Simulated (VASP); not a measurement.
The system is MnSb.

```
CELL_PARAMETERS angstrom
0.00000 2.73796 2.73796
2.73796 0.00000 2.73796
2.73796 2.73796 0.00000
ATOMIC_POSITIONS crystal
Mn 0.00000 0.00000 0.00000
Sb 0.50000 0.50000 0.50000
```

This cell differs from its parent crystal: volume scaled by 0.94.

Base run:

| Property | Result |
| --- | --- |
| Program | VASP 6.6.1 |
| Functional | PBE |
| Potentials or basis | VASP PAW PBE potentials, release 64 (Mn_pv, Sb) |
| Cutoff | 520 eV |
| k mesh | 12 × 12 × 12 |
| Occupations | fermi-dirac, width 0.08 eV |
| Spin | no spin polarisation |

Its results: pressure -10.6 GPa.

**Question.** The run is repeated on the same cell with these changes: spin from no spin polarisation to collinear spin, ferromagnetic start; further incar settings from ALGO = Normal; EDIFF = 1e-07; NBANDS = 16 to ALGO = Normal; EDIFF = 1e-07; NBANDS = 20. What comes out?

**Answer.** Pressure 3.7 GPa; net moment 3.71 μB per cell; site moments Mn +3.63; Sb -0.09 μB.

Caveats: a cell with one magnetic atom can't hold antiferromagnetic order, which such compounds often take (some runs).
